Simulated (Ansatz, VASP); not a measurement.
# Two plane-wave programs on CdTe

```xyz
4
Lattice="4.2363 0.0000 0.0000 -2.1181 3.6687 0.0000 0.0000 0.0000 7.0294" Properties=species:S:1:pos:R:3 pbc="T T T"
Cd    0.0000    0.0000    0.0000
Cd    0.0000    0.0000    3.5147
Te    0.0000    2.4458    1.7574
Te    2.1181    1.2229    5.2721
```

Alike in both runs: functional PBEsol; k mesh 12 × 12 × 6; occupations gaussian, width 0.1 eV; no spin polarisation.

Ansatz relaxed the structure, and its values are those at the end. VASP's run is a single point on that final structure, the one shown.

|  | VASP | Ansatz |
| --- | --- | --- |
| version | VASP 6.6.1 | Ansatz 0.2.0 |
| potentials or method | VASP PAW PBE potentials, release 64 (Cd, Te), cutoff 520 eV | scalar-relativistic, plane waves, PAW |
| valence electrons in the cell | 36 | 72 |

Ansatz gave:

- gap on the k mesh at the Fermi level (eV): none
- pressure (GPa): 0.0

**Question.** What did VASP give for the same quantities?

**Answer.** gap on the k mesh at the Fermi level (eV): none; pressure (GPa): 0.2.

VASP's potentials were made for PBE, not for PBEsol. A gap of «none» marks a metal or a gap that the smearing closes. VASP's potentials hold 36 valence electrons a cell and Ansatz's 72, so a difference there can come from the potentials and not from the codes.

Neither program's run includes spin-orbit coupling.
